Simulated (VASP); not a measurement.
# HgB2H8 in VASP: further runs, part 2 of 2

VASP 6.6.1. Earlier steps stand in the parts before.

### 3 Single point, PBE, non-collinear spin, zero start, spin-orbit coupling

The input, INCAR:

```
SYSTEM = HgB2H8
PREC = Accurate
ENCUT = 520
EDIFF = 1E-7
ISMEAR = 0
SIGMA = 0.01
LREAL = .False.
LASPH = .True.
NELM = 150
ALGO = Normal
ISIF = 2
LWAVE = .False.
LCHARG = .True.
MAGMOM = 0 0 0 0 0 0 0 0 0 0 0 0 0 0 0 0 0 0 0 0 0 0 0 0 0 0 0 0 0 0 0 0 0
LORBIT = 11
LSORBIT = .True.
GGA_COMPAT = .False.
LORBMOM = .True.
GGA = PE
LVHAR = .True.
NBANDS = 47
```

The input, KPOINTS:

```
Automatic mesh
0
Gamma
  1 1 1
  0 0 0
```

The input, POSCAR:

```
HgB2H8
1.0
   11.2100000000      0.0000000000      0.0000000000
    0.0000000000     10.9500000000      0.0000000000
    0.0000000000      0.0000000000     15.4500000000
Hg B H
1 2 8
Direct
    0.4999331000      0.4997762600      0.4998938500
    0.5006654800      0.5236748900      0.6500757300
    0.4992007100      0.4758776300      0.3497113300
    0.5098242600      0.4477908700      0.7085249200
    0.5893354100      0.5885936100      0.6441119700
    0.4014273000      0.5703324200      0.6468932000
    0.5088001800      0.4195497700      0.6039281600
    0.4900428200      0.5517616400      0.2912621400
    0.5984397900      0.4292200900      0.3528938500
    0.4105316700      0.4109589000      0.3556750800
    0.4910660100      0.5800018300      0.3958589000
```

Potentials or basis: VASP PAW PBE potentials, release 64 (Hg, B, H).

The run is started by

```bash
$ cat potpaw_PBE.64/Hg/POTCAR potpaw_PBE.64/B/POTCAR potpaw_PBE.64/H/POTCAR > POTCAR
$ mpirun -np 1 vasp_ncl > vasp.out
```

OUTCAR:

```text
SYSTEM = HgB2H8
   PREC = Accurate
   ENCUT = 520
   EDIFF = 1E-7
   ISMEAR = 0
   LREAL = .False.
   LASPH = .True.
   NELM = 150
   ISIF = 2
   LORBIT = 11
   LSORBIT = .True.
   GGA = PE

 ion  position               nearest neighbor table
   1  0.500  0.500  0.500-   7 1.83  11 1.83   2 2.34   3 2.34
   2  0.501  0.524  0.650-   6 1.23   5 1.23   4 1.23   7 1.35   1 2.34
   3  0.499  0.476  0.350-   9 1.23  10 1.23   8 1.23  11 1.35   1 2.34
   4  0.510  0.448  0.709-   2 1.23
   5  0.589  0.589  0.644-   2 1.23
   6  0.401  0.570  0.647-   2 1.23
   7  0.509  0.420  0.604-   2 1.35   1 1.83
   8  0.490  0.552  0.291-   3 1.23
   9  0.598  0.429  0.353-   3 1.23
  10  0.411  0.411  0.356-   3 1.23
  11  0.491  0.580  0.396-   3 1.35   1 1.83

  LATTYP: Found a simple orthorhombic cell.
 ALAT       =    10.9500000000
 B/A-ratio  =     1.0237442922
 C/A-ratio  =     1.4109589041

  Lattice vectors:

 A1 = (   0.0000000000, -10.9500000000,   0.0000000000)
 A2 = (  11.2100000000,   0.0000000000,   0.0000000000)
 A3 = (   0.0000000000,   0.0000000000,  15.4500000000)

Analysis of symmetry for initial positions (statically):
=====================================================================
 Subroutine PRICEL returns:
 Original cell was already a primitive cell.

 Routine SETGRP: Setting up the symmetry group for a
 simple orthorhombic supercell.

 Subroutine GETGRP returns: Found  2 space group operations
 (whereof  1 operations were pure point group operations)
 out of a pool of  8 trial point group operations.

The static configuration has the point symmetry C_1 .
 The point group associated with its full space group is S_2 .

Analysis of symmetry for dynamics (positions and initial velocities):
=====================================================================
 Subroutine PRICEL returns:
 Original cell was already a primitive cell.

 Routine SETGRP: Setting up the symmetry group for a
 simple orthorhombic supercell.

 Subroutine GETGRP returns: Found  2 space group operations
 (whereof  1 operations were pure point group operations)
 out of a pool of  8 trial point group operations.

The dynamic configuration has the point symmetry C_1 .
 The point group associated with its full space group is S_2 .

Analysis of structural, dynamic, and magnetic symmetry:
=====================================================================
 Subroutine PRICEL returns:
 Original cell was already a primitive cell.

 Routine SETGRP: Setting up the symmetry group for a
 simple orthorhombic supercell.

 Subroutine GETGRP returns: Found  2 space group operations
 (whereof  1 operations were pure point group operations)
 out of a pool of  8 trial point group operations.

The overall configuration has the point symmetry C_1 .
 The point group associated with its full space group is S_2 .

 Subroutine INISYM returns: Found  2 space group operations
 (whereof  1 operations are pure point group operations),
 and found     1 'primitive' translations

----------------------------------------------------------------------------------------

                                     Primitive cell

  volume of cell :    1896.4798

  direct lattice vectors                    reciprocal lattice vectors
[... 222 lines left out ...]

  energy  without entropy=      -39.7395967896  energy(sigma->0) =      -39.73959679

 orbital moment (x)

 # of ion     p       d       tot
 ----------------------------------------
  1         0.000   0.000   0.000
  2         0.000   0.000   0.000
  3         0.000   0.000   0.000
  4         0.000   0.000   0.000
  5        -0.000   0.000  -0.000
  6         0.000   0.000   0.000
  7        -0.000   0.000  -0.000
  8         0.000   0.000   0.000
  9         0.000   0.000   0.000
 10        -0.000   0.000  -0.000
 11        -0.000   0.000  -0.000
 ----------------------------------------
            0.000   0.000   0.000

 orbital moment (y)

 # of ion     p       d       tot
 ----------------------------------------
  1         0.000   0.000   0.000
  2        -0.000   0.000  -0.000
  3        -0.000   0.000  -0.000
  4         0.000   0.000   0.000
  5        -0.000   0.000  -0.000
  6         0.000   0.000   0.000
  7         0.000   0.000   0.000
  8         0.000   0.000   0.000
  9         0.000   0.000   0.000
 10        -0.000   0.000  -0.000
 11         0.000   0.000   0.000
 ----------------------------------------
           -0.000   0.000  -0.000

 orbital moment (z)

 # of ion     p       d       tot
 ----------------------------------------
  1        -0.000  -0.000  -0.000
  2         0.000   0.000   0.000
  3         0.000   0.000   0.000
  4         0.000   0.000   0.000
  5        -0.000   0.000  -0.000
  6        -0.000   0.000  -0.000
  7        -0.000   0.000  -0.000
  8         0.000   0.000   0.000
  9        -0.000   0.000  -0.000
 10        -0.000   0.000  -0.000
 11        -0.000   0.000  -0.000
 ----------------------------------------
            0.000  -0.000   0.000

 Spin-Orbit-Coupling matrix elements

 Ion:    1  E_soc:     -0.5540813
 l=   1
     0.0000000    -0.0317607    -0.0112691
    -0.0317607     0.0000000    -0.0293199
    -0.0112691    -0.0293199     0.0000000
 l=   2
     0.0000000    -0.0131838     0.0000000    -0.0125545    -0.0505522
    -0.0131838     0.0000000    -0.0453249    -0.0130208    -0.0130190
     0.0000000    -0.0453249     0.0000000    -0.0441535     0.0000000
    -0.0125545    -0.0130208    -0.0441535     0.0000000    -0.0128822
    -0.0505522    -0.0130190     0.0000000    -0.0128822     0.0000000
 l=   3
     0.0000000     0.0000000     0.0000000     0.0000000     0.0000000     0.0000000     0.0000000
     0.0000000     0.0000000     0.0000000     0.0000000     0.0000000     0.0000000     0.0000000
     0.0000000     0.0000000     0.0000000     0.0000000     0.0000000     0.0000000     0.0000000
     0.0000000     0.0000000     0.0000000     0.0000000     0.0000000     0.0000000     0.0000000
[... 189 lines left out ...]
 l=   2
     0.0000000     0.0000000     0.0000000     0.0000000     0.0000000
     0.0000000     0.0000000     0.0000000     0.0000000     0.0000000
     0.0000000     0.0000000     0.0000000     0.0000000     0.0000000
     0.0000000     0.0000000     0.0000000     0.0000000     0.0000000
     0.0000000     0.0000000     0.0000000     0.0000000     0.0000000
 l=   3
     0.0000000     0.0000000     0.0000000     0.0000000     0.0000000     0.0000000     0.0000000
     0.0000000     0.0000000     0.0000000     0.0000000     0.0000000     0.0000000     0.0000000
     0.0000000     0.0000000     0.0000000     0.0000000     0.0000000     0.0000000     0.0000000
     0.0000000     0.0000000     0.0000000     0.0000000     0.0000000     0.0000000     0.0000000
     0.0000000     0.0000000     0.0000000     0.0000000     0.0000000     0.0000000     0.0000000
     0.0000000     0.0000000     0.0000000     0.0000000     0.0000000     0.0000000     0.0000000
     0.0000000     0.0000000     0.0000000     0.0000000     0.0000000     0.0000000     0.0000000

 total charge

# of ion       s       p       d       tot
------------------------------------------
    1        0.814   0.352   9.339  10.505
    2        0.700   1.330   0.000   2.031
    3        0.700   1.330   0.000   2.031
    4        0.568   0.020   0.000   0.588
    5        0.592   0.019   0.000   0.611
    6        0.593   0.019   0.000   0.612
    7        0.527   0.024   0.000   0.551
    8        0.568   0.020   0.000   0.588
    9        0.593   0.019   0.000   0.612
   10        0.592   0.019   0.000   0.611
   11        0.527   0.024   0.000   0.551
--------------------------------------------------
tot          6.774   3.175   9.339  19.289

 magnetization (x)

# of ion       s       p       d       tot
------------------------------------------
    1       -0.000   0.000   0.000   0.000
    2        0.000   0.000   0.000   0.000
    3        0.000   0.000   0.000   0.000
    4       -0.000  -0.000   0.000  -0.000
    5       -0.000   0.000   0.000  -0.000
    6       -0.000   0.000   0.000  -0.000
    7       -0.000  -0.000   0.000  -0.000
    8       -0.000  -0.000   0.000  -0.000
    9       -0.000   0.000   0.000  -0.000
   10       -0.000   0.000   0.000  -0.000
   11       -0.000  -0.000   0.000  -0.000
--------------------------------------------------
tot         -0.000   0.000   0.000  -0.000

 magnetization (y)

# of ion       s       p       d       tot
------------------------------------------
    1       -0.000  -0.000  -0.000  -0.000
    2        0.000  -0.000   0.000  -0.000
    3        0.000  -0.000   0.000  -0.000
    4       -0.000   0.000   0.000  -0.000
    5       -0.000  -0.000   0.000  -0.000
    6        0.000  -0.000   0.000   0.000
    7        0.000  -0.000   0.000   0.000
    8       -0.000   0.000   0.000  -0.000
    9        0.000  -0.000   0.000   0.000
   10       -0.000  -0.000   0.000  -0.000
   11        0.000  -0.000   0.000   0.000
--------------------------------------------------
tot          0.000  -0.000  -0.000   0.000

 magnetization (z)

# of ion       s       p       d       tot
------------------------------------------
    1        0.000   0.000  -0.000   0.000
    2       -0.000   0.000   0.000   0.000
    3       -0.000   0.000   0.000   0.000
    4       -0.000   0.000   0.000  -0.000
    5       -0.000   0.000   0.000  -0.000
    6       -0.000   0.000   0.000  -0.000
    7       -0.000   0.000   0.000  -0.000
    8       -0.000   0.000   0.000  -0.000
    9       -0.000   0.000   0.000  -0.000
   10       -0.000   0.000   0.000  -0.000
   11       -0.000   0.000   0.000  -0.000
--------------------------------------------------
tot         -0.000   0.000  -0.000   0.000
```

It took 25 min on 1 thread of Intel Xeon Platinum 8259CL at 2.50GHz (Skylake/Cascade Lake), shared host; peak memory 4.5 GiB.

What came out:

* Free energy: -39.7396 eV
* Largest force: 0.312 eV/Å
* Net moment: 0.00 μB per cell
* Valence electrons inside the program's atomic spheres: Hg 10.51; B 2.03; H 0.59, 0.61, 0.55 (each value once)

Forces on the atoms (eV/Å):
```
Hg   0.000  0.000  0.000
B   -0.002  0.062  0.032
B    0.002 -0.062 -0.032
H   -0.029  0.189 -0.246
H   -0.232 -0.168  0.012
H    0.264 -0.127  0.006
H   -0.006  0.066 -0.030
H    0.029 -0.189  0.246
H   -0.264  0.127 -0.006
H    0.232  0.168 -0.012
H    0.006 -0.066  0.030
```

Moments on the atoms (μB; x, y, z):
```
Hg  0.00 0.00 0.00
B   0.00 0.00 0.00
B   0.00 0.00 0.00
H   0.00 0.00 0.00
H   0.00 0.00 0.00
H   0.00 0.00 0.00
H   0.00 0.00 0.00
H   0.00 0.00 0.00
H   0.00 0.00 0.00
H   0.00 0.00 0.00
H   0.00 0.00 0.00
```
